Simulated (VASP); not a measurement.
Wanted: the native input for a VASP 6.6.1 run.

```yaml
Task: relaxation of cell and atoms
Functional: PBEsol
Potentials_or_basis: VASP PAW PBE potentials, release 64 (Re)
Cutoff: 600 eV
k_mesh: 13 × 13 × 7
Occupations: gaussian, width 0.1 eV
Spin: no spin polarisation
Target_pressure: 10 GPa
Dipole_correction: no
Further_INCAR_settings: ALGO = Normal; EDIFF = 1e-06; IBRION = 2; EDIFFG = -0.05; NSW = 80; ISIF = 3
```

The structure of Re lies in POSCAR:

```
Re
1.0
    2.7608000000      0.0000000000      0.0000000000
   -1.3804000000      2.3909230000      0.0000000000
    0.0000000000      0.0000000000      4.4582000000
Re
2
Direct
    0.3333333333      0.6666666667      0.2500000000
    0.6666666667      0.3333333333      0.7500000000
```

One way to write it, as run:

INCAR

```
PREC = Accurate
ENCUT = 600
EDIFF = 1E-6
ISMEAR = 0
SIGMA = 0.1
LREAL = F
LASPH = T
NELM = 100
ALGO = Normal
ISIF = 3
LWAVE = F
LCHARG = F
GGA = PS
IBRION = 2
NSW = 80
EDIFFG = -0.05
PSTRESS = 100.0
```

KPOINTS

```
regular mesh
0
Gamma
  13 13 7
```

Potentials or basis: VASP PAW PBE potentials, release 64 (Re).

The run is started by

```console
$ cat potpaw_PBE.64/Re/POTCAR > POTCAR
$ mpirun -np 1 vasp_std > vasp.out
```

Results of the run:

```json
{"Relaxed volume": "14.21 Å³/atom", "Relaxed cell": "a = 2.730 Å, b = 2.730 Å, c = 4.405 Å, α = 90.00°, β = 90.00°, γ = 120.00°", "Space group after relaxing (to 0.1 Å)": "P6_3/mmc (No. 194)", "Energy change on relaxing (the run minimises the enthalpy)": "+8.3 meV/atom", "Ionic steps": "5", "Pressure after relaxing": "10.0 GPa", "Band gap on the k mesh": "zero (bands 7 and 8 overlap by 2.97 eV)"}
```

Caveat: the cell is relaxed towards a set pressure, so the run minimises the enthalpy, not the energy; the PAW data sets were made with another functional, which shifts forces and pressure a little; spin-orbit coupling is left out, which moves the levels of the heavy elements.

Wall time 110 s on 1 thread of Intel Xeon 8259CL, with other jobs on the host, peak memory 0.19 GiB.
